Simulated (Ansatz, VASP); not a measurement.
One calculation of Ti4C, two programs

Contents of INCAR:

```
PREC = Accurate
ENCUT = 520
EDIFF = 1E-7
ISMEAR = 0
SIGMA = 0.1
LREAL = False
LASPH = True
NELM = 150
ALGO = Normal
ISIF = 2
LWAVE = False
LCHARG = False
ISPIN = 2
MAGMOM = 1 1 1 1 0
LORBIT = 11
LMAXMIX = 4
GGA = PE
NBANDS = 38
```

KPOINTS

```
Automatic mesh
0
Gamma
  4 4 4
```

File POSCAR:

```
Ti4C
1.0
    4.2271090868      0.0000000000      0.0000000000
    0.0000000000      4.2271090868      0.0000000000
    0.0000000000      0.0000000000      4.2271090868
Ti C
4 1
Direct
    0.0000000000      0.5000000000      0.0000000000
    0.0000000000      0.0000000000      0.5000000000
    0.5000000000      0.0000000000      0.0000000000
    0.5000000000      0.5000000000      0.5000000000
    0.0000000000      0.0000000000      0.0000000000
```

Input for Ansatz:

```yaml
crystal:
  lattice:
    - [4.2271090868, 0.0, 0.0]
    - [0.0, 4.2271090868, 0.0]
    - [0.0, 0.0, 4.2271090868]
  atoms:
    - { symbol: Ti, position: [0.0, 0.5, 0.0], spin: 1.0 }
    - { symbol: Ti, position: [0.0, 0.0, 0.5], spin: 1.0 }
    - { symbol: Ti, position: [0.5, 0.0, 0.0], spin: 1.0 }
    - { symbol: Ti, position: [0.5, 0.5, 0.5], spin: 1.0 }
    - { symbol: C, position: [0.0, 0.0, 0.0] }
basis:
  ecutwfc: 420
kpoints:
  mp_grid: { grid: [4, 4, 4] }
hamiltonian:
  xc: pbe
scf:
  occupations: { method: gaussian, width: 0.1 }
  lower_state_search: "off"
output:
  forces: true
  stress: true
  eigenvalues: true
  populations: true
magnetization:
  spin_polarized: true
```

Alike in both runs: task single point; functional PBE; k mesh 4 × 4 × 4; occupations gaussian, width 0.1 eV; collinear spin.

|  | VASP | Ansatz |
| --- | --- | --- |
| version | VASP 6.6.1 | Ansatz 0.2.0 |
| potentials or method | VASP PAW PBE potentials, release 64 (Ti_sv, C), cutoff 520 eV | scalar-relativistic, plane waves, PAW |
| valence electrons in the cell | 52 | 52 |

VASP gave:

```
gap on the k mesh at the Fermi level (eV) : none
pressure (GPa)                            : -0.2
net moment per atom (μB)                  : 0.00
```

**Question.** Estimate Ansatz's values.

**Answer.** gap on the k mesh at the Fermi level (eV): none; pressure (GPa): -0.1; net moment per atom (μB): 0.00.

A gap of «none» marks a metal or a gap that the smearing closes. Ansatz's warnings: seeded moment not kept.

The k mesh is coarse, so the values compare programs but aren't converged.
